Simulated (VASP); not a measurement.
Write the native input for VASP 6.6.1 that does the following.

```
Task                   : single point
Functional             : PBE
Potentials or basis    : VASP PAW PBE potentials, release 64 (V_sv)
Cutoff                 : 520 eV
k mesh                 : 24 × 24 × 24
Occupations            : gaussian, width 0.15 eV
Spin                   : no spin polarisation
Dipole correction      : no
Further INCAR settings : ALGO = Fast; EDIFF = 1e-06; NBANDS = 12
```

The structure of V lies in POSCAR:

```
V
1.0
    0.0000000000      1.7832632747      2.1399159297
    1.7832632747      0.0000000000      2.1399159297
    1.7832632747      1.7832632747      0.0000000000
V
1
Direct
    0.0000000000      0.0000000000      0.0000000000
```

This cell differs from its parent crystal: ratio of the length along z to the lengths across it x 1.2, volume and fractional coordinates fixed.

One way to write it, as run:

INCAR

```
PREC = Accurate ; ENCUT = 520
EDIFF = 1E-6 ; ISMEAR = 0
SIGMA = 0.15 ; LREAL = F
LASPH = T ; NELM = 80
ALGO = Fast ; ISIF = 2
LWAVE = F ; LCHARG = F
GGA = PE ; NBANDS = 12
```

KPOINTS

```
Automatic mesh
0
Gamma
  24 24 24
```

Potentials or basis: VASP PAW PBE potentials, release 64 (V_sv).

Launch:

```bash
$ cat potpaw_PBE.64/V_sv/POTCAR > POTCAR
$ mpirun -np 1 vasp_std > vasp.out
```

It gave:

```yaml
Pressure: 0.9 GPa
```

It took 110 s on 1 thread of Intel Xeon 6975P-C, with other jobs on the host, peak memory 0.28 GiB.
